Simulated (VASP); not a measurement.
BaTiO3, 5 atoms in the cell. Symmetry: P4/mmm, No. 123, tetragonal system. Conventional cell: a = 4.007 Å, b = 4.007 Å, c = 3.967 Å, α = 90.00°, β = 90.00°, γ = 90.00°. Within 3.7 Å of Ba (site symmetry 4/mmm) lie 12 O at 2.82 to 2.83 Å and 8 Ti at 3.46 Å. Within 2.6 Å of Ti (site symmetry 4/mmm) lie 6 O at 1.98 to 2.00 Å. O (site symmetry mmm) has 2 Ti at 2.00 Å within 2.7 Å. Within 2.6 Å of O (site symmetry 4/mmm) lie 2 Ti at 1.98 Å.  This cell differs from its parent crystal: zz strain of -1 %.

- Program: VASP 6.6.1
- Task: electric field gradients
- Functional: LDA
- Potentials or basis: VASP PAW LDA potentials, release 64 (Ba_sv, Ti_sv, O_h)
- Cutoff: 1000 eV
- k mesh: 8 × 8 × 8
- Occupations: fermi-dirac, width 0.05 eV
- Spin: no spin polarisation
- Dipole correction: no
- Further INCAR settings: ALGO = Normal; EDIFF = 1e-08; NBANDS = 28

Potentials or basis: VASP PAW LDA potentials, release 64 (Ba_sv, Ti_sv, O_h).

Command:

```bash
$ cat potpaw_LDA.64/Ba_sv/POTCAR potpaw_LDA.64/Ti_sv/POTCAR potpaw_LDA.64/O_h/POTCAR > POTCAR
$ mpirun -np 1 vasp_std > vasp.out
```

Hardware: 1 thread of Intel(R) Xeon(R) Platinum 8375C CPU @ 2.90GHz (Ice Lake), with other jobs on the host.

How long does it take, and how much memory?

Run time: 4.8 min on 1 thread of Intel(R) Xeon(R) Platinum 8375C CPU @ 2.90GHz (Ice Lake), with other jobs on the host, peak memory 0.48 GiB. Counts: scf iterations 17, k points 75.
